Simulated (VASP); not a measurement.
# AlN (P6_3mc) in VASP: further runs

AlN is run at these levels: RPBE+D3(BJ), PBE exchange alone; tasks: single point.

Everything below comes from runs of VASP 6.6.1. Logs are shortened: lines on timing, memory, paths and dates and some standing lists are left out, and cuts for length are marked.

**1. The cell of the first run**

The structure is hexagonal, space group P6_3mc (No. 186). Conventional cell: a = 3.113 Å, b = 3.113 Å, c = 4.981 Å, α = 90.00°, β = 90.00°, γ = 120.00°. Al (site symmetry 3m) has 4 N at 1.89 Å within 2.5 Å. Within 2.5 Å of N (site symmetry 3m) lie 4 Al at 1.89 Å.

**2. Single point, RPBE+D3(BJ)**

INCAR reads:

```
PREC = Accurate ; ENCUT = 520
EDIFF = 1E-7 ; ISMEAR = -1
SIGMA = 0.05 ; LREAL = False
LASPH = True ; NELM = 80
ALGO = Normal ; ISIF = 2
LWAVE = False ; LCHARG = False
GGA = RP ; IVDW = 12
NBANDS = 16
```

KPOINTS reads:

```
regular mesh
0
Gamma
  10 10 6
```

POSCAR reads:

```
AlN
1.0
    3.1130000000      0.0000000000      0.0000000000
   -1.5565000000      2.6959370820      0.0000000000
    0.0000000000      0.0000000000      4.9810000000
Al N
2 2
Direct
    0.6666666667      0.3333333333      0.5000000000
    0.3333333333      0.6666666667      0.0000000000
    0.6666666667      0.3333333333      0.8800000000
    0.3333333333      0.6666666667      0.3800000000
```

Potentials or basis: VASP PAW PBE potentials, release 64 (Al, N).

Started as:

```sh
> cat potpaw_PBE.64/Al/POTCAR potpaw_PBE.64/N/POTCAR > POTCAR
> mpirun -np 1 vasp_std > vasp.out
```

OUTCAR:

```text
PREC = Accurate
   ENCUT = 520
   EDIFF = 1E-7
   ISMEAR = -1
   LREAL = False
   LASPH = True
   NELM = 80
   ISIF = 2
   GGA = RP
   IVDW = 12
 IVDW          = 12

 ion  position               nearest neighbor table
   1  0.667  0.333  0.500-   3 1.89   4 1.89   4 1.89   4 1.89   2 3.07   2 3.07   2 3.07   2 3.07
                             2 3.07   2 3.07
   2  0.333  0.667  0.000-   4 1.89   3 1.89   3 1.89   3 1.89   1 3.07   1 3.07   1 3.07   1 3.07
                             1 3.07   1 3.07
   3  0.667  0.333  0.880-   1 1.89   2 1.89   2 1.89   2 1.89
   4  0.333  0.667  0.380-   2 1.89   1 1.89   1 1.89   1 1.89

  LATTYP: Found a hexagonal cell.
 ALAT       =     3.1130000000
 C/A-ratio  =     1.6000642467

  Lattice vectors:

 A1 = (   3.1130000000,   0.0000000000,   0.0000000000)
 A2 = (  -1.5565000000,   2.6959370820,   0.0000000000)
 A3 = (   0.0000000000,   0.0000000000,   4.9810000000)

Analysis of symmetry for initial positions (statically):
=====================================================================
 Subroutine PRICEL returns:
 Original cell was already a primitive cell.

 Routine SETGRP: Setting up the symmetry group for a
 hexagonal supercell.

 Subroutine GETGRP returns: Found 12 space group operations
 (whereof  6 operations were pure point group operations)
 out of a pool of 24 trial point group operations.

The static configuration has the point symmetry C_3v.
 The point group associated with its full space group is C_6v.

Analysis of symmetry for dynamics (positions and initial velocities):
=====================================================================
 Subroutine PRICEL returns:
 Original cell was already a primitive cell.

 Routine SETGRP: Setting up the symmetry group for a
 hexagonal supercell.

 Subroutine GETGRP returns: Found 12 space group operations
 (whereof  6 operations were pure point group operations)
 out of a pool of 24 trial point group operations.

The dynamic configuration has the point symmetry C_3v.
 The point group associated with its full space group is C_6v.

 Subroutine INISYM returns: Found 12 space group operations
 (whereof  6 operations are pure point group operations),
 and found     1 'primitive' translations

----------------------------------------------------------------------------------------

                                     Primitive cell

  volume of cell :      41.8028

  direct lattice vectors                    reciprocal lattice vectors
     3.113000000  0.000000000  0.000000000     0.321233537  0.185464269  0.000000000
    -1.556500000  2.695937082  0.000000000     0.000000000  0.370928538  0.000000000
     0.000000000  0.000000000  4.981000000     0.000000000  0.000000000  0.200762899

  length of vectors
     3.113000000  3.113000000  4.981000000     0.370928538  0.370928538  0.200762899

  position of ions in fractional coordinates (direct lattice)
     0.666666667  0.333333333  0.500000000
     0.333333333  0.666666667  0.000000000
     0.666666667  0.333333333  0.880000000
     0.333333333  0.666666667  0.380000000

  ion indices of the primitive-cell ions
   primitive index   ion index
                 1           1
                 2           2
                 3           3
                 4           4

----------------------------------------------------------------------------------------

 KPOINTS: regular mesh

Automatic generation of k-mesh.
 Grid dimensions read from file:
 generate k-points for:   10   10    6

 Generating k-lattice:

  Cartesian coordinates                     Fractional coordinates (reciprocal lattice)
     0.032123354  0.018546427  0.000000000     0.100000000  0.000000000  0.000000000
     0.000000000  0.037092854  0.000000000     0.000000000  0.100000000  0.000000000
     0.000000000  0.000000000  0.033460483     0.000000000  0.000000000  0.166666667

  Length of vectors
     0.037092854  0.037092854  0.033460483

  Shift w.r.t. Gamma in fractional coordinates (k-lattice)
     0.000000000  0.000000000  0.000000000

 Subroutine IBZKPT returns following result:
 ===========================================

 Found     56 irreducible k-points:

 Following reciprocal coordinates:
            Coordinates               Weight
  0.000000  0.000000  0.000000      1.000000
  0.100000 -0.000000  0.000000      6.000000
  0.200000 -0.000000  0.000000      6.000000
  0.300000 -0.000000  0.000000      6.000000
  0.400000  0.000000  0.000000      6.000000
  0.500000 -0.000000  0.000000      3.000000
[... 16 lines left out ...]
  0.300000  0.100000  0.166667     24.000000
  0.400000  0.100000  0.166667     24.000000
 [... further k-points ...]
   k-points           NKPTS =     56   k-points in BZ     NKDIM =     56   number of bands    NBANDS=     16
   number of dos      NEDOS =    301   number of ions     NIONS =      4
   total plane-waves  NPLWV =  23040
   dimension x,y,z NGX =    24 NGY =   24 NGZ =   40
   dimension x,y,z NGXF=    48 NGYF=   48 NGZF=   80
   ions per type =               2   2
   NGX,Y,Z   is equivalent  to a cutoff of  12.82, 12.82, 13.35 a.u.
   NGXF,Y,Z  is equivalent  to a cutoff of  25.63, 25.63, 26.70 a.u.
 SYSTEM =  unknown system
   PREC   = accura    normal or accurate (medium, high low for compatibility)
   ISTART =      0    job   : 0-new  1-cont  2-samecut
   ICHARG =      2    charge: 1-file 2-atom 10-const
   ISPIN  =      1    spin polarized calculation?
   LNONCOLLINEAR =      F non collinear calculations
   LSORBIT =      F    spin-orbit coupling
   LASPH  =      T    aspherical Exc in radial PAW
   ENCUT  =  520.0 eV  38.22 Ry    6.18 a.u.   5.79  5.79  9.26*2*pi/ulx,y,z
   NELM   =     80;   NELMIN=  2; NELMDL= -5     # of ELM steps
   EDIFF  = 0.1E-06   stopping-criterion for ELM
   LREAL  =      F    real-space projection
   EDIFFG = 0.1E-05   stopping-criterion for IOM
   NSW    =      0    number of steps for IOM
   IBRION =     -1    ionic relax: 0-MD 1-quasi-New 2-CG
   NFREE  =      0    steps in history (QN), initial steepest desc. (CG)
   ISIF   =      2    stress and relaxation
   ISYM   =      2    0-nonsym 1-usesym 2-fastsym
   POTIM  = 0.5000    time-step for ionic-motion
   TEBEG  =    0.0;   TEEND  =   0.0 temperature during run
   PSTRESS=    0.0 pullay stress
   NELECT =      16.0000    total number of electrons
   NUPDOWN=      -1.0000    fix difference up-down
   EMIN   =  10.00;   EMAX   =-10.00  energy-range for DOS
   EFERMI =   0.00;   METHOD = LEGACY
   ISMEAR =    -1;   SIGMA  =   0.05  broadening in eV -4-tet -1-fermi 0-gaus
   EFERMI_NEDOS =   21; number of points for ismear=-14 and -15
   IALGO  =     38    algorithm
   IMIX   =      4    mixing-type and parameters
     AMIX     =   0.40;   BMIX     =  1.00
     AMIX_MAG =   1.60;   BMIX_MAG =  1.00
  volume/ion in A,a.u.               =      10.45        70.52
  Fermi-wavevector in a.u.,A,eV,Ry     =   1.188629  2.246183 19.222843  1.412839
  Thomas-Fermi vector in A             =   2.324754
   LORBIT       =      0    0 simple, 1 ext, 2 COOP (PROOUT), +10 PAW based schemes
   GGA     = RP    functional components
   LHFCALC =     F    Hartree Fock is set to
   AEXX    =    0.0000 exact exchange contribution
   IVDW    =    12    specifies the selected vdW correction
   LEPSILON=     F    determine dielectric tensor
   LRPA    =     F    only Hartree local field effects (RPA)
 non-spin polarized calculation
  energy-cutoff  :      520.00
  volume of cell :       41.80
 maximum number of plane-waves:      1142
 NGX is ok and might be reduce to    24
   NGX = 11   NGY = 11   NGZ = 19

 number of electron      15.9999997 magnetization

 Free energy of the ion-electron system (eV)
  ---------------------------------------------------
  ext. energy  EPLUGINS =         0.00000000
  ---------------------------------------------------
  free energy    TOTEN  =       -28.32153419 eV

  energy without entropy =      -28.32153419  energy(sigma->0) =      -28.32153419

 E-fermi :   7.2035     XC(G=0): -10.7781

 val. band max:        6.2360985548   @ k =   0.0000   0.0000   0.0000
 cond. band min:      10.5057221981   @ k =   0.0000   0.0000   0.0000
 fundamental gap:      4.2696236434
 Fermi energy:         7.2035405622

 k-point     1 :       0.0000    0.0000    0.0000
  band No.  band energies     occupation
      1      -8.9654      2.00000
      2      -6.8444      2.00000
      3       0.2927      2.00000
      4       5.4064      2.00000
      5       5.4064      2.00000
      6       6.0552      2.00000
[... 8 lines left out ...]
     15      19.4975      0.00000
     16      19.4975      0.00000

 k-point     2 :       0.1000   -0.0000    0.0000
  band No.  band energies     occupation
      1      -8.8397      2.00000
      2      -6.7741      2.00000
      3       0.4435      2.00000
      4       4.8307      2.00000
      5       5.2440      2.00000
      6       5.4890      2.00000
[... 8 lines left out ...]
     15      19.4565      0.00000
     16      19.5303      0.00000

 k-point     3 :       0.2000   -0.0000    0.0000
  band No.  band energies     occupation
      1      -8.4786      2.00000
      2      -6.5914      2.00000
      3       0.8842      2.00000
      4       3.5308      2.00000
      5       4.3873      2.00000
      6       4.8909      2.00000
[... 8 lines left out ...]
     15      18.6020      0.00000
     16      19.0423      0.00000

 k-point     4 :       0.3000   -0.0000    0.0000
  band No.  band energies     occupation
      1      -7.9398      2.00000
      2      -6.3860      2.00000
      3       1.5718      2.00000
      4       2.1818      2.00000
      5       3.2803      2.00000
      6       4.5308      2.00000
[... 8 lines left out ...]
     15      18.4456      0.00000
     16      20.3138      0.00000

 k-point     5 :       0.4000    0.0000    0.0000
  band No.  band energies     occupation
      1      -7.3524      2.00000
      2      -6.2985      2.00000
      3       1.2020      2.00000
      4       2.3655      2.00000
      5       2.4817      2.00000
      6       4.2766      2.00000
[... 8 lines left out ...]
     15      18.7898      0.00000
     16      21.4504      0.00000

 k-point     6 :       0.5000   -0.0000    0.0000
  band No.  band energies     occupation
      1      -7.0293      2.00000
      2      -6.3435      2.00000
      3       0.8473      2.00000
      4       2.1280      2.00000
      5       2.9244      2.00000
      6       4.1859      2.00000
[... 8 lines left out ...]
     15      19.1685      0.00000
     16      21.5714      0.00000
[... 267 lines left out ...]
 k-point    21 :       0.1000    0.1000    0.1667
  band No.  band energies     occupation
      1      -8.4959      2.00000
      2      -6.8261      2.00000
      3       1.0294      2.00000
      4       4.2078      2.00000
      5       4.2084      2.00000
      6       5.1185      2.00000
[... 8 lines left out ...]
     15      18.8456      0.00000
     16      19.6925      0.00000

 k-point    22 :       0.2000    0.1000    0.1667
  band No.  band energies     occupation
      1      -8.0523      2.00000
      2      -6.5954      2.00000
      3       1.4169      2.00000
      4       2.9775      2.00000
      5       3.4389      2.00000
      6       4.6198      2.00000
[... 8 lines left out ...]
     15      18.7657      0.00000
     16      20.0686      0.00000

 k-point    23 :       0.3000    0.1000    0.1667
  band No.  band energies     occupation
      1      -7.4937      2.00000
      2      -6.3959      2.00000
      3       1.3852      2.00000
      4       2.2227      2.00000
      5       2.9744      2.00000
      6       4.1515      2.00000
[... 8 lines left out ...]
     15      18.7444      0.00000
     16      20.7853      0.00000

 k-point    24 :       0.4000    0.1000    0.1667
  band No.  band energies     occupation
      1      -7.0101      2.00000
      2      -6.3578      2.00000
      3       0.8866      2.00000
      4       1.8925      2.00000
      5       3.2043      2.00000
      6       3.9863      2.00000
[... 8 lines left out ...]
     15      18.9683      0.00000
     16      21.2801      0.00000

 [... further k-points ...]

------------------------ aborting loop because EDIFF is reached ----------------------------------------

 Edisp (eV)   -4.50255

 E8    (eV) :    -2.6778

  FORCE on cell =-STRESS in cart. coord.  units (eV):
  Direction    XX          YY          ZZ          XY          YZ          ZX
  --------------------------------------------------------------------------------------
  -------------------------------------------------------------------------------------
  Total      -3.84734    -3.84734    -3.52433     0.00000     0.00000     0.00000
  in kB    -147.45722  -147.45722  -135.07700     0.00000     0.00000     0.00000
  external pressure =     -143.33 kB  Pullay stress =        0.00 kB

 VOLUME and BASIS-vectors are now :
 -----------------------------------------------------------------------------
  energy-cutoff  :      520.00
  volume of cell :       41.80
      direct lattice vectors                 reciprocal lattice vectors
     3.113000000  0.000000000  0.000000000     0.321233537  0.185464269  0.000000000
    -1.556500000  2.695937082  0.000000000     0.000000000  0.370928538  0.000000000
     0.000000000  0.000000000  4.981000000     0.000000000  0.000000000  0.200762899

 POSITION                                       TOTAL-FORCE (eV/Angst)
 -----------------------------------------------------------------------------------
      1.55650      0.89865      2.49050        -0.000000     -0.000000     -0.150843
     -0.00000      1.79729      0.00000         0.000000      0.000000     -0.150843
      1.55650      0.89865      4.38328        -0.000000      0.000000      0.150843
     -0.00000      1.79729      1.89278         0.000000     -0.000000      0.150843
 -----------------------------------------------------------------------------------
    total drift:                               -0.000000     -0.000000      0.000409

  FREE ENERGIE OF THE ION-ELECTRON SYSTEM (eV)
  ---------------------------------------------------
  free  energy   TOTEN  =       -32.8240825205 eV

  energy  without entropy=      -32.8240825205  energy(sigma->0) =      -32.82408252
```

It took 18 s on 1 thread of AMD EPYC 9R45 (Zen 5), shared host; peak memory 0.15 GiB.

What came out:

```
Free energy                : -32.8241 eV
Pressure                   : -14.3 GPa
Largest force              : 0.151 eV/Å
Band gap on the k mesh     : 4.27 eV, direct
Dispersion energy per atom : -1.126 eV
```

Forces in eV/Å, atoms in the order of the input:
```
Al   0.000  0.000 -0.151
Al   0.000  0.000 -0.151
N    0.000  0.000  0.151
N    0.000  0.000  0.151
```

Stress tensor (GPa, compression positive):
```
-14.75   0.00   0.00
  0.00 -14.75   0.00
  0.00   0.00 -13.51
```

Caveat: the PAW data sets were made with another functional, which shifts forces and pressure a little. A k mesh can miss the band edges.

**3. Single point, PBE exchange alone**

INCAR reads:

```
PREC = Accurate ; ENCUT = 520
EDIFF = 1E-6 ; ISMEAR = -1
SIGMA = 0.05 ; LREAL = F
LASPH = T ; NELM = 60
ALGO = Normal ; ISIF = 2
LWAVE = F ; LCHARG = T
GGA = PE ; ALDAC = 0.0
AGGAC = 0.0 ; LELF = T
LVHAR = T ; NBANDS = 16
```

KPOINTS reads:

```
Automatic mesh
0
Gamma
  10 10 6
```

POSCAR is that of step 2.

Potentials or basis: VASP PAW PBE potentials, release 64 (Al, N).

Started as:

```sh
> cat potpaw_PBE.64/Al/POTCAR potpaw_PBE.64/N/POTCAR > POTCAR
> mpirun -np 1 vasp_std > vasp.out
```

Run time: 18 s. Hardware: 1 thread of AMD EPYC 9R45 (Zen 5), shared host; peak memory 0.14 GiB.

The run converged. Its results:

| Item | Value |
| --- | --- |
| Free energy | -24.0773 eV |
| Pressure | 18.1 GPa |
| Largest force | 0.124 eV/Å |
| Band gap on the k mesh | 4.53 eV, direct |

Forces in eV/Å, atoms in the order of the input:
```
Al   0.000  0.000 -0.124
Al   0.000  0.000 -0.124
N    0.000  0.000  0.124
N    0.000  0.000  0.124
```

Stress tensor (GPa, compression positive):
```
17.32  0.00  0.00
 0.00 17.32  0.00
 0.00  0.00 19.56
```

Levels at points of the mesh, in eV from the valence-band top:
| k point | band 5 | band 6 | band 7 | band 8 | band 9 | band 10 | band 11 | band 12 |
| --- | --- | --- | --- | --- | --- | --- | --- | --- |
| (0.00, 0.00, 0.00) | -0.82 | -0.18 | -0.18 | 0.00 | 4.53 | 6.87 | 10.88 | 11.30 |
| (0.50, 0.00, 0.00) | -3.27 | -2.03 | -1.71 | -0.65 | 6.11 | 6.11 | 8.41 | 10.55 |
| (0.00, 0.00, 0.50) | -0.51 | -0.51 | -0.51 | -0.51 | 6.72 | 6.72 | 10.56 | 10.56 |
| (0.50, 0.00, 0.50) | -1.42 | -1.42 | -1.32 | -1.32 | 5.63 | 5.63 | 9.50 | 9.50 |
